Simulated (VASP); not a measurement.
Input of a VASP 6.6.1 run:

The input POSCAR:

```
Ag
1.0
    2.8456021542      0.0000000000      0.0000000000
   -1.4228010771      2.4643637546      0.0000000000
    0.0000000000      0.0000000000      4.8045099900
Ag
2
Direct
    0.3333333333      0.6666666667      0.2500000000
    0.6666666667      0.3333333333      0.7500000000
```

File INCAR.step1:

```
ALGO = Normal
EDIFF = 1E-4
ENCUT = 520
GGA = PE
ISMEAR = 0
LASPH = T
LCHARG = F
LREAL = F
LWAVE = T
NBANDS = 18
NELM = 100
PREC = Accurate
SIGMA = 0.1
```

INCAR.step2

```
ALGO = Normal
EDIFF = 1E-6
ENCUT = 520
ISIF = 2
ISMEAR = 0
ISTART = 1
LASPH = T
LCHARG = T
LELF = T
LMIXTAU = T
LREAL = F
LVHAR = T
LWAVE = F
METAGGA = R2SCAN
NBANDS = 18
NELM = 100
PREC = Accurate
SIGMA = 0.1
```

File KPOINTS:

```
k-points
0
Gamma
  24 24 12
```

Potentials or basis: VASP PAW PBE potentials, release 64 (Ag).

Command:

```bash
$ cat potpaw_PBE.64/Ag/POTCAR > POTCAR
$ cp INCAR.step1 INCAR
$ mpirun -np 1 vasp_std > vasp.out
$ cp INCAR.step2 INCAR
$ mpirun -np 1 vasp_std > vasp.out
```

Task: What does it give for the pressure?

Result: 3.4 GPa.

Task: What does it give for the band gap on the k mesh?

Result: Zero (bands 11 and 12 overlap by 8.20 eV).

Stress tensor (GPa, compression positive):
```
4.47 0.00 0.00
0.00 4.47 0.00
0.00 0.00 1.24
```

Caveat: the cell differs from its parent crystal (biaxial strain in the a-b plane: -2.0 %); the cell stands under pressure; the PAW data sets were made with another functional, which shifts forces and pressure a little.
